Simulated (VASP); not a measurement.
A run of VASP 6.6.1 is set up as follows.

File INCAR:

```
PREC = Accurate ; ENCUT = 520
EDIFF = 1E-6 ; ISMEAR = 0
SIGMA = 0.02 ; LREAL = False
LASPH = True ; NELM = 60
ALGO = Normal ; ISIF = 2
LWAVE = False ; LCHARG = False
LDIPOL = True ; IDIPOL = 3
DIPOL = 0.5 0.5 0.500 ; GGA = PE
NBANDS = 12
```

Contents of KPOINTS:

```
Automatic mesh
0
Gamma
  9 9 1
```

The input POSCAR:

```
As
1.0
    3.4970000000      0.0000000000      0.0000000000
   -1.7485000000      3.0284908370      0.0000000000
    0.0000000000      0.0000000000     28.0000000000
As
2
Direct
    0.3333333333      0.6666666667      0.5212857143
    0.6666666667      0.3333333333      0.4787142857
```

Potentials or basis: VASP PAW PBE potentials, release 64 (As).

Command:

```sh
$ cat potpaw_PBE.64/As/POTCAR > POTCAR
$ mpirun -np 1 vasp_std > vasp.out
```

Q: Predict the band gap on the k mesh.

A: 1.46 eV (least direct gap 1.77 eV).

Q: Estimate the largest force.

A: 3.603 eV/Å.

Forces on the atoms (eV/Å):
```
As   0.000  0.000  3.603
As   0.000  0.000 -3.603
```
